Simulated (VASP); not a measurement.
# Ni (P6_3/mmc) in VASP: a series of runs

Runs on Ni. Level: r2SCAN. Tasks: single point.

Program: VASP 6.6.1. These are calculated values, not measurements. Logs are shortened: lines on timing, memory, paths and dates and some standing lists are left out, and cuts for length are marked.

**1. The cell of the first run**

Symmetry: P6_3/mmc, No. 194, hexagonal system. The conventional cell has a = 2.458 Å, b = 2.458 Å, c = 8.063 Å, α = 90.00°, β = 90.00°, γ = 120.00°. Within 3.2 Å of Ni (site symmetry -3m) lie 12 Ni at 2.46 to 2.47 Å. Within 3.2 Å of Ni (site symmetry -6m2) lie 12 Ni at 2.46 to 2.47 Å.

This isn't the form of Ni at room conditions, which is fcc.

**2. Single point, r2SCAN, collinear spin, ferromagnetic start (10.55 Å³/atom)**

POSCAR

```
Ni
1.0
    2.4584192556      0.0000000000      0.0000000000
   -1.2292096278      2.1290535285      0.0000000000
    0.0000000000      0.0000000000      8.0625990897
Ni
4
Direct
    0.0000000000      1.0000000000      1.0000000000
    0.0000000000      0.0000000000      0.5000000000
    0.3333333333      0.6666666667      0.2500000000
    0.6666666667      0.3333333333      0.7500000000
```

INCAR.step1

```
SYSTEM = Ni
PREC     = Accurate       ! precision mode
ENCUT    = 660            ! plane-wave cutoff, eV
ISMEAR   = -1             ! smearing method
SIGMA    = 0.05           ! smearing width, eV
LREAL    = .False.        ! projectors in reciprocal space
LASPH    = .True.         ! aspherical terms in the spheres
NELM     = 200            ! most SCF steps
ISPIN    = 2              ! spin polarisation
MAGMOM   = 0.804 0.804 0.777 0.777 ! initial moments
LMAXMIX  = 4              ! l up to which the mixer works
NBANDS   = 32             ! bands
GGA      = PE             ! functional
ALGO     = Normal         ! electronic algorithm
EDIFF    = 1E-5           ! SCF threshold, eV
LWAVE    = .True.         ! write WAVECAR
LCHARG   = .False.        ! write CHGCAR
GGA_COMPAT= .False.
```

INCAR.step2

```
SYSTEM = Ni
PREC     = Accurate       ! precision mode
ENCUT    = 660            ! plane-wave cutoff, eV
EDIFF    = 1E-6           ! SCF threshold, eV
ISMEAR   = -1             ! smearing method
SIGMA    = 0.05           ! smearing width, eV
LREAL    = .False.        ! projectors in reciprocal space
LASPH    = .True.         ! aspherical terms in the spheres
NELM     = 200            ! most SCF steps
ALGO     = Normal         ! electronic algorithm
ISIF     = 2              ! what is computed and relaxed
LWAVE    = .False.        ! write WAVECAR
LCHARG   = .False.        ! write CHGCAR
ISPIN    = 2              ! spin polarisation
MAGMOM   = 0.804 0.804 0.777 0.777 ! initial moments
LORBIT   = 11             ! projections on sites
LMAXMIX  = 4              ! l up to which the mixer works
METAGGA  = R2SCAN         ! meta-GGA
LMIXTAU  = .True.       
NBANDS   = 32             ! bands
ISTART   = 1            
GGA_COMPAT= .False.
```

KPOINTS

```
Automatic mesh
0
Gamma
  16 16 5
  0 0 0
```

Potentials or basis: VASP PAW PBE potentials, release 64 (Ni).

The run is started by

```console
> cat potpaw_PBE.64/Ni/POTCAR > POTCAR
> cp INCAR.step1 INCAR
> mpirun -np 1 vasp_std > vasp.out
> cp INCAR.step2 INCAR
> mpirun -np 1 vasp_std > vasp.out
```

OUTCAR:

```text
SYSTEM = Ni
   PREC = Accurate
   ENCUT = 660
   EDIFF = 1E-6
   ISMEAR = -1
   LREAL = .False.
   LASPH = .True.
   NELM = 200
   ISIF = 2
   ISPIN = 2
   LORBIT = 11
   METAGGA = R2SCAN
   ISTART = 1

 ion  position               nearest neighbor table
   1  0.000  0.000  0.000-   3 2.47   4 2.47   3 2.47   4 2.47   4 2.47   3 2.47
   2  0.000  0.000  0.500-   3 2.47   4 2.47   3 2.47   4 2.47   4 2.47   3 2.47
   3  0.333  0.667  0.250-   1 2.47   2 2.47   1 2.47   2 2.47   1 2.47   2 2.47
   4  0.667  0.333  0.750-   1 2.47   2 2.47   1 2.47   2 2.47   1 2.47   2 2.47

  LATTYP: Found a hexagonal cell.
 ALAT       =     2.4584192556
 C/A-ratio  =     3.2795866984

  Lattice vectors:

 A1 = (   2.4584192556,   0.0000000000,   0.0000000000)
 A2 = (  -1.2292096278,   2.1290535285,   0.0000000000)
 A3 = (   0.0000000000,   0.0000000000,   8.0625990897)

Analysis of symmetry for initial positions (statically):
=====================================================================
 Subroutine PRICEL returns:
 Original cell was already a primitive cell.

 Routine SETGRP: Setting up the symmetry group for a
 hexagonal supercell.

 Subroutine GETGRP returns: Found 24 space group operations
 (whereof 12 operations were pure point group operations)
 out of a pool of 24 trial point group operations.

The static configuration has the point symmetry D_3d.
 The point group associated with its full space group is D_6h.

Analysis of symmetry for dynamics (positions and initial velocities):
=====================================================================
 Subroutine PRICEL returns:
 Original cell was already a primitive cell.

 Routine SETGRP: Setting up the symmetry group for a
 hexagonal supercell.

 Subroutine GETGRP returns: Found 24 space group operations
 (whereof 12 operations were pure point group operations)
 out of a pool of 24 trial point group operations.

The dynamic configuration has the point symmetry D_3d.
 The point group associated with its full space group is D_6h.

Analysis of structural, dynamic, and magnetic symmetry:
=====================================================================
 Subroutine PRICEL returns:
 Original cell was already a primitive cell.

 Routine SETGRP: Setting up the symmetry group for a
 hexagonal supercell.

 Subroutine GETGRP returns: Found 24 space group operations
 (whereof 12 operations were pure point group operations)
 out of a pool of 24 trial point group operations.

The overall configuration has the point symmetry D_3d.
 The point group associated with its full space group is D_6h.

 Subroutine INISYM returns: Found 24 space group operations
 (whereof 12 operations are pure point group operations),
[... 130 lines left out ...]
   LRPA    =     F    only Hartree local field effects (RPA)
 spin polarized calculation
  energy-cutoff  :      660.00
  volume of cell :       42.20
 maximum number of plane-waves:      1639
 NGX is ok and might be reduce to    24
   NGX = 11   NGY = 11   NGZ = 33

 number of electron      40.0000001 magnetization       2.9207741

 Free energy of the ion-electron system (eV)
  ---------------------------------------------------
  ext. energy  EPLUGINS =         0.00000000
  ---------------------------------------------------
  free energy    TOTEN  =       -47.73424828 eV

  energy without entropy =      -47.68966938  energy(sigma->0) =      -47.71195883

 E-fermi :   9.7481     XC(G=0): -14.5976

 val. band max:        9.7436593296   @ k =   0.1875   0.0000   0.4000
 cond. band min:       9.7490164300   @ k =   0.1875   0.1250   0.2000
 fundamental gap:      0.0053571004
 Fermi energy:         9.7481281571

 spin component 1

 k-point     1 :       0.0000    0.0000    0.0000
  band No.  band energies     occupation
      1       0.1278      1.00000
      2       2.4580      1.00000
      3       2.4640      1.00000
      4       4.3327      1.00000
      5       6.3983      1.00000
      6       6.5764      1.00000
[... 829 lines left out ...]
     31      23.7041      0.00000
     32      27.4388      0.00000

 [... further k-points ...]

 spin component 2

 k-point     1 :       0.0000    0.0000    0.0000
  band No.  band energies     occupation
      1      -0.1215      1.00000
      2       2.2532      1.00000
      3       2.3094      1.00000
      4       4.9262      1.00000
      5       7.3527      1.00000
      6       7.6170      1.00000
[... 829 lines left out ...]
     31      23.9302      0.00000
     32      27.5645      0.00000

 [... further k-points ...]

------------------------ aborting loop because EDIFF is reached ----------------------------------------

  FORCE on cell =-STRESS in cart. coord.  units (eV):
  Direction    XX          YY          ZZ          XY          YZ          ZX
  --------------------------------------------------------------------------------------
  -------------------------------------------------------------------------------------
  Total        0.0468878      0.0468878      0.0557940      0.0000000     -0.0000000      0.0000000
  in kB        1.7801342      1.7801342      2.1182647      0.0000000     -0.0000000      0.0000000
  external PRESSURE =       1.8928444 kB  Pullay stress =       0.0000000 kB

 VOLUME and BASIS-vectors are now :
 -----------------------------------------------------------------------------
  energy-cutoff  :      660.00
  volume of cell :       42.20
      direct lattice vectors                 reciprocal lattice vectors
     2.458419256  0.000000000  0.000000000     0.406765444  0.234846139  0.000000000
    -1.229209628  2.129053529  0.000000000     0.000000000  0.469692277  0.000000000
     0.000000000  0.000000000  8.062599090     0.000000000  0.000000000  0.124029483

 POSITION                                       TOTAL-FORCE (eV/Angst)
 -----------------------------------------------------------------------------------
      0.00000      0.00000      0.00000         0.000000      0.000000      0.000000
      0.00000      0.00000      4.03130         0.000000      0.000000      0.000000
     -0.00000      1.41937      2.01565         0.000000      0.000000     -0.000000
      1.22921      0.70968      6.04695        -0.000000     -0.000000      0.000000
 -----------------------------------------------------------------------------------
    total drift:                               -0.000000      0.000000      0.000000

  FREE ENERGIE OF THE ION-ELECTRON SYSTEM (eV)
  ---------------------------------------------------
  free  energy   TOTEN  =       -47.7342482797 eV

  energy  without entropy=      -47.6896693762  energy(sigma->0) =      -47.71195883

 total charge

# of ion       s       p       d       tot
------------------------------------------
    1        0.527   0.546   8.324   9.397
    2        0.527   0.546   8.324   9.397
    3        0.527   0.547   8.332   9.406
    4        0.527   0.547   8.332   9.406
--------------------------------------------------
tot          2.109   2.186  33.312  37.607

 magnetization (x)

# of ion       s       p       d       tot
------------------------------------------
    1       -0.008  -0.043   0.812   0.761
    2       -0.008  -0.043   0.812   0.761
    3       -0.010  -0.043   0.790   0.737
    4       -0.010  -0.043   0.790   0.737
--------------------------------------------------
tot         -0.034  -0.171   3.203   2.998
```

OUTCAR.step1:

```text
SYSTEM = Ni
   PREC = Accurate
   ENCUT = 660
   ISMEAR = -1
   LREAL = .False.
   LASPH = .True.
   NELM = 200
[... 1932 lines left out ...]
      0.00000      0.00000      4.03130         0.000000      0.000000     -0.000000
     -0.00000      1.41937      2.01565        -0.000000      0.000000      0.000000
      1.22921      0.70968      6.04695         0.000000      0.000000      0.000000
 -----------------------------------------------------------------------------------
    total drift:                               -0.000000      0.000000      0.000000

  FREE ENERGIE OF THE ION-ELECTRON SYSTEM (eV)
  ---------------------------------------------------
  free  energy   TOTEN  =       -21.8322847529 eV

  energy  without entropy=      -21.7737241747  energy(sigma->0) =      -21.80300446
```

OSZICAR.step1:

```text
N       E                     dE             d eps       ncg     rms          rms(c)
DAV:   1     0.281180254786E+03    0.28118E+03   -0.20233E+04 11968   0.213E+03
DAV:   2    -0.550642088576E+01   -0.28669E+03   -0.27002E+03 11552   0.357E+02
DAV:   3    -0.255722807617E+02   -0.20066E+02   -0.19131E+02 12680   0.119E+02
DAV:   4    -0.259321392180E+02   -0.35986E+00   -0.35938E+00 13480   0.163E+01
DAV:   5    -0.259440088433E+02   -0.11870E-01   -0.11869E-01 14712   0.233E+00    0.205E+01
DAV:   6    -0.230232132084E+02    0.29208E+01   -0.22855E+01 13168   0.752E+01    0.117E+01
DAV:   7    -0.219016322583E+02    0.11216E+01   -0.44270E+00 13144   0.318E+01    0.431E+00
DAV:   8    -0.225536865049E+02   -0.65205E+00   -0.33678E+00 14472   0.346E+01    0.125E+01
DAV:   9    -0.218388817262E+02    0.71480E+00   -0.19169E+00 14248   0.299E+01    0.180E+00
DAV:  10    -0.218333068993E+02    0.55748E-02   -0.58954E-02 15936   0.282E+00    0.494E-01
DAV:  11    -0.218328188247E+02    0.48807E-03   -0.64024E-03 13464   0.809E-01    0.276E-01
DAV:  12    -0.218323824494E+02    0.43638E-03   -0.23603E-04 16968   0.179E-01    0.120E-01
DAV:  13    -0.218322756413E+02    0.10681E-03   -0.52574E-05 11592   0.875E-02    0.379E-02
DAV:  14    -0.218322847529E+02   -0.91117E-05   -0.22503E-05  9752   0.527E-02
   1 F= -.21832285E+02 E0= -.21803004E+02  d E =-.585606E-01  mag=     2.3923
```

Wall time 16 min (1 thread of Intel Xeon 6975P-C (Granite Rapids), shared host); peak memory 0.4 GiB.

Results:

```
Free energy                                           : -47.7342 eV
Pressure                                              : 0.2 GPa
Net moment                                            : 2.92 μB per cell
Site moments                                          : Ni +0.76, +0.74 (each value once) μB
Valence electrons inside the program's atomic spheres : Ni 9.40, 9.41 (each value once)
```

Levels at points of the mesh, in eV from the Fermi level:
Spin up:
| k point | band 20 | band 21 | band 22 | band 23 | band 24 | band 25 |
| --- | --- | --- | --- | --- | --- | --- |
| (0.00, 0.00, 0.00) | -1.47 | -1.47 | -1.09 | -1.09 | -0.49 | 5.84 |
| (0.50, 0.00, 0.00) | -0.92 | 0.05 | 1.27 | 2.23 | 2.86 | 6.75 |
Spin down:
```csv
k point,band 14,band 15,band 16,band 17,band 18,band 19,band 20,band 21,band 22,band 23
"(0.00, 0.00, 0.00)",-1.47,-1.47,-1.05,-1.05,-0.72,-0.70,-0.70,-0.20,-0.20,0.19
"(0.50, 0.00, 0.00)",-0.14,0.05,0.16,0.22,0.31,0.42,0.54,0.61,1.09,2.64
```

Caveat: the PAW data sets were made with another functional, which shifts forces and pressure a little.

**3. Single point, r2SCAN (9.18 Å³/atom)**

This run uses another cell than the first one, of 9.18 Å³/atom.

POSCAR

```
Ni
1.0
    2.3467484823      0.0000000000      0.0000000000
   -1.1733742412      2.0323438020      0.0000000000
    0.0000000000      0.0000000000      7.6972135221
Ni
4
Direct
    1.0000000000      0.0000000000      0.0000000000
    1.0000000000      0.0000000000      0.5000000000
    0.3333333333      0.6666666667      0.2500000000
    0.6666666667      0.3333333333      0.7500000000
```

INCAR.step1

```
SYSTEM = Ni
PREC = Accurate ; ENCUT = 520
ISMEAR = -1 ; SIGMA = 0.1
LREAL = .FALSE. ; LASPH = .TRUE.
NELM = 100 ; NBANDS = 28
GGA = PE ; ALGO = Normal
EDIFF = 1E-4 ; LWAVE = .TRUE.
LCHARG = .FALSE.
```

INCAR.step2

```
SYSTEM = Ni
PREC = Accurate ; ENCUT = 520
EDIFF = 1E-6 ; ISMEAR = -1
SIGMA = 0.1 ; LREAL = .FALSE.
LASPH = .TRUE. ; NELM = 100
ALGO = Normal ; ISIF = 2
LWAVE = .FALSE. ; LCHARG = .FALSE.
METAGGA = R2SCAN ; LMIXTAU = .TRUE.
NBANDS = 28 ; ISTART = 1
```

KPOINTS

```
regular mesh
0
G
  17 17 5
  0 0 0
```

Potentials or basis: VASP PAW PBE potentials, release 64 (Ni).

The run is started by

```console
> cat potpaw_PBE.64/Ni/POTCAR > POTCAR
> cp INCAR.step1 INCAR
> mpirun -np 1 vasp_std > vasp.out
> cp INCAR.step2 INCAR
> mpirun -np 1 vasp_std > vasp.out
```

Wall time 5.5 min (1 thread of Intel Xeon Platinum 8488C (Sapphire Rapids), shared host); peak memory 0.21 GiB.

Results (log left out):

```yaml
Free_energy: -46.8814 eV
Pressure: 39.9 GPa
Band_gap_on_the_k_mesh: zero (bands 20 and 21 overlap by 0.79 eV)
```

Stress tensor (GPa, compression positive):
```
40.00  0.00  0.00
 0.00 40.00  0.00
 0.00  0.00 39.84
```

Levels at points of the mesh, in eV from the Fermi level:
| k point | band 18 | band 19 | band 20 | band 21 | band 22 | band 23 |
| --- | --- | --- | --- | --- | --- | --- |
| (0.00, 0.00, 0.00) | -0.91 | -0.91 | -0.59 | -0.59 | -0.56 | -0.12 |

Caveat: the cell stands under pressure; the PAW data sets were made with another functional, which shifts forces and pressure a little; the run has no spin polarisation, though such a crystal can be magnetic.

**4. Single point, r2SCAN**

This run uses another cell than the first one, of 10.43 Å³/atom.

POSCAR

```
Ni
1.0
    2.4489071636      0.0000000000      0.0000000000
   -1.2244535818      2.1208158152      0.0000000000
    0.0000000000      0.0000000000      8.0322887075
Ni
4
Direct
    1.0000000000      0.0000000000      0.0000000000
    1.0000000000      0.0000000000      0.5000000000
    0.3333333333      0.6666666667      0.2500000000
    0.6666666667      0.3333333333      0.7500000000
```

INCAR.step1

```
PREC = Accurate
ENCUT = 520
ISMEAR = -1
SIGMA = 0.1
LREAL = F
LASPH = T
NELM = 100
NBANDS = 28
GGA = PE
ALGO = Normal
EDIFF = 1E-4
LWAVE = T
LCHARG = F
```

INCAR.step2

```
PREC = Accurate
ENCUT = 520
EDIFF = 1E-7
ISMEAR = -1
SIGMA = 0.1
LREAL = F
LASPH = T
NELM = 100
ALGO = Normal
ISIF = 2
LWAVE = F
LCHARG = F
METAGGA = R2SCAN
LMIXTAU = T
NBANDS = 28
ISTART = 1
```

KPOINTS

```
regular mesh
0
Gamma
  19 19 5
```

The run is started by

```console
> cat potpaw_PBE.64/Ni/POTCAR > POTCAR
> cp INCAR.step1 INCAR
> mpirun -np 1 vasp_std > vasp.out
> cp INCAR.step2 INCAR
> mpirun -np 1 vasp_std > vasp.out
```

Run time: 7.1 min. Hardware: 1 thread of Intel Xeon Platinum 8488C (Sapphire Rapids), shared host; peak memory 0.23 GiB.

The run converged. Its results:

| Quantity | Value |
| --- | --- |
| Free energy | -47.4429 eV |
| Pressure | 0.6 GPa |
| Band gap on the k mesh | zero (bands 20 and 21 overlap by 0.66 eV) |

Levels at points of the mesh, in eV from the Fermi level:
| k point | band 16 | band 17 | band 18 | band 19 | band 20 | band 21 | band 22 | band 23 | band 24 | band 25 |
| --- | --- | --- | --- | --- | --- | --- | --- | --- | --- | --- |
| (0.00, 0.00, 0.00) | -1.10 | -1.10 | -0.76 | -0.76 | -0.51 | -0.51 | -0.30 | -0.11 | -0.11 | 6.59 |

Caveat: the PAW data sets were made with another functional, which shifts forces and pressure a little; the run has no spin polarisation, though such a crystal can be magnetic. Spin polarisation is off, so any magnetic state and its effect on volume and gap are missing.

**5. Overview**

| spin | cell | k mesh | cutoff (eV) | smearing | gap on the mesh (eV) | pressure (GPa) |
| --- | --- | --- | --- | --- | --- | --- |
| collinear, ferromagnetic start | a = 2.458, b = 2.458, c = 8.063 Å, angles 90.0, 90.0, 120.0°, 4 atoms | 16 × 16 × 5 | 660 | fermi-dirac 0.05 eV | none | 0.2 |
| off | a = 2.347, b = 2.347, c = 7.697 Å, angles 90.0, 90.0, 120.0°, 4 atoms | 17 × 17 × 5 | 520 | fermi-dirac 0.1 eV | none | 39.9 |
| off | a = 2.449, b = 2.449, c = 8.032 Å, angles 90.0, 90.0, 120.0°, 4 atoms | 19 × 19 × 5 | 520 | fermi-dirac 0.1 eV | none | 0.6 |

Alike in all rows: task single point; level r2SCAN; potentials or basis VASP PAW PBE potentials, release 64 (Ni).

Caveats: the PAW data sets were made with another functional, which shifts forces and pressure a little; the cell stands under pressure (at least some runs).

Absolute energies hang on the potentials; compare differences alone.
